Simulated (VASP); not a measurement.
KI: single point with LDA

Crystal: KI.

```
K I
1.0
     0.00000    3.36557    3.41093
     3.36557    0.00000    3.41093
     3.36557    3.36557    0.00000
K I
1 1
Cartesian
  0.0000 0.0000 -0.1976
  3.3656 3.3656 3.4718
```

This cell differs from its parent crystal: atoms displaced along a vibrational mode, the cell strained.

| Quantity | Value |
| --- | --- |
| Program | VASP 6.6.1 |
| Task | single point |
| Functional | LDA |
| Potentials or basis | VASP PAW LDA potentials, release 64 (K_sv, I) |
| Cutoff | 520 eV |
| k mesh | 6 × 6 × 6 |
| Occupations | gaussian, width 0.05 eV |
| Spin | no spin polarisation |
| Dipole correction | no |
| Further INCAR settings | ALGO = Normal; EDIFF = 1e-07; NBANDS = 15 |

```yaml
Pressure: 0.9 GPa
Largest_force: 0.439 eV/Å
Band_gap_on_the_k_mesh: 3.96 eV
```

Forces on the atoms (eV/Å):
```
K    0.000  0.000  0.439
I    0.000  0.000 -0.439
```

Stress tensor (GPa, compression positive):
```
0.55 0.00 0.00
0.00 0.55 0.00
0.00 0.00 1.60
```

Levels at points of the mesh, in eV from the valence-band top:
```tsv
k point	band 6	band 7	band 8	band 9	band 10	band 11
(0.00, 0.00, 0.00)	-0.01	0.00	0.00	3.96	6.19	6.30
(0.50, 0.00, 0.00)	-1.70	-0.46	-0.45	5.38	7.60	8.22
(0.50, 0.50, 0.00)	-1.22	-0.42	-0.42	4.47	5.81	8.11
(0.50, 0.00, 0.50)	-1.23	-0.49	-0.43	4.52	5.79	8.11
```

It took 44 s on 1 thread of Intel Xeon 8259CL, on a shared host, peak memory 0.19 GiB.

Caveat: the cell differs from its parent crystal (atoms displaced along a vibrational mode, the cell strained); spin-orbit coupling is left out, which moves the levels of the heavy elements.
